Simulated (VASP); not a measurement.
Set up this calculation in VASP 6.6.1, as the native input.

```
Task                   : relaxation of cell and atoms
Functional             : PBE
Potentials or basis    : VASP PAW PBE potentials, release 64 (Ti_sv)
Cutoff                 : 600 eV
k mesh                 : 24 × 24 × 24
Occupations            : gaussian, width 0.1 eV
Spin                   : no spin polarisation
Dipole correction      : no
Further INCAR settings : ALGO = Fast; EDIFF = 1e-06; IBRION = 2; EDIFFG = -0.01; NSW = 100; ISIF = 3
```

The structure of Ti lies in POSCAR:

```
Ti
1.0
    0.0000000000      2.0564452252      2.0564452252
    2.0564452252      0.0000000000      2.0564452252
    2.0564452252      2.0564452252      0.0000000000
Ti
1
Direct
    0.0000000000      0.0000000000      0.0000000000
```

The input as run:

INCAR

```
SYSTEM = Ti
ALGO = Fast
EDIFF = 1E-6
EDIFFG = -0.01
ENCUT = 600
GGA = PE
IBRION = 2
ISIF = 3
ISMEAR = 0
LASPH = .TRUE.
LCHARG = .FALSE.
LREAL = .FALSE.
LWAVE = .FALSE.
NELM = 100
NSW = 100
PREC = Accurate
SIGMA = 0.1
```

KPOINTS

```
k-points
0
G
  24 24 24
  0 0 0
```

Potentials or basis: VASP PAW PBE potentials, release 64 (Ti_sv).

The run is started by

```sh
$ cat potpaw_PBE.64/Ti_sv/POTCAR > POTCAR
$ mpirun -np 1 vasp_std > vasp.out
```

It gave:

```yaml
Relaxed_volume: 17.36 Å³/atom
Relaxed_cell: a = 2.906 Å, b = 2.906 Å, c = 2.906 Å, α = 60.00°, β = 60.00°, γ = 60.00°
Space_group_after_relaxing_to_0.05_Å: Fm-3m (No. 225)
Energy_gained_by_relaxing: 0.0 meV/atom
Ionic_steps: 4
Pressure_after_relaxing: 0.0 GPa
Band_gap_on_the_k_mesh: zero (band 6 reaches 9.10 eV, above the bottom of band 7 at 7.85 eV)
```

Wall time 2.3 min on 1 thread of Intel(R) Xeon(R) 6975P-C (Granite Rapids), with other jobs on the host, peak memory 0.23 GiB.
